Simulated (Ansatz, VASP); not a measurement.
Two plane-wave programs on TePb

INCAR

```
PREC = Accurate
ENCUT = 520
EDIFF = 1E-7
ISMEAR = 0
SIGMA = 0.03
LREAL = F
LASPH = T
NELM = 100
ALGO = Normal
ISIF = 2
LWAVE = F
LCHARG = F
GGA = PE
NBANDS = 17
```

File KPOINTS:

```
Automatic mesh
0
Gamma
  7 7 7
```

POSCAR

```
TePb
1.0
    4.0022870000      0.0000000000      0.0000000000
    0.0000000000      4.0022870000      0.0000000000
    0.0000000000      0.0000000000      4.0022870000
Pb Te
1 1
Direct
    0.0000000000      0.0000000000      0.0000000000
    0.5000000000      0.5000000000      0.5000000000
```

input.yaml

```yaml
crystal:
  lattice:
    - [4.002287, 0.0, 0.0]
    - [0.0, 4.002287, 0.0]
    - [0.0, 0.0, 4.002287]
  atoms:
    - { symbol: Pb, position: [0.0, 0.0, 0.0] }
    - { symbol: Te, position: [0.5, 0.5, 0.5] }
hamiltonian:
  xc: pbe
  pseudopotentials: { kind: paw }
kpoints:
  mp_grid: { grid: [7, 7, 7] }
scf:
  occupations: { method: gaussian, width: 0.03 }
output:
  forces: true
  stress: true
  eigenvalues: true
  write_density: true
  write_potential: true
  elf: true
  volumetric_format: npy
```

Alike in both runs: task single point; functional PBE; k mesh 7 × 7 × 7; occupations gaussian, width 0.03 eV; no spin polarisation.

|  | VASP | Ansatz |
| --- | --- | --- |
| version | VASP 6.6.1 | Ansatz 0.2.0 |
| potentials or method | VASP PAW PBE potentials, release 64 (Pb_d, Te) | Ansatz PAW |
| plane-wave cutoff (eV) | 520 | 420 |
| valence electrons in the cell | 20 | 30 |

|  | VASP | Ansatz | Ansatz less VASP |
| --- | --- | --- | --- |
| gap on the k mesh at the Fermi level (eV) | none | none | - |
| pressure (GPa) | 0.0 | 0.1 | +0.05 |

A gap of «none» marks a metal or a gap that the smearing closes. With one functional, cell and mesh, what is left measures potentials, basis and numerics. VASP's potentials hold 20 valence electrons a cell and Ansatz's 30, so a difference there can come from the potentials and not from the codes.

Neither program's run includes spin-orbit coupling.
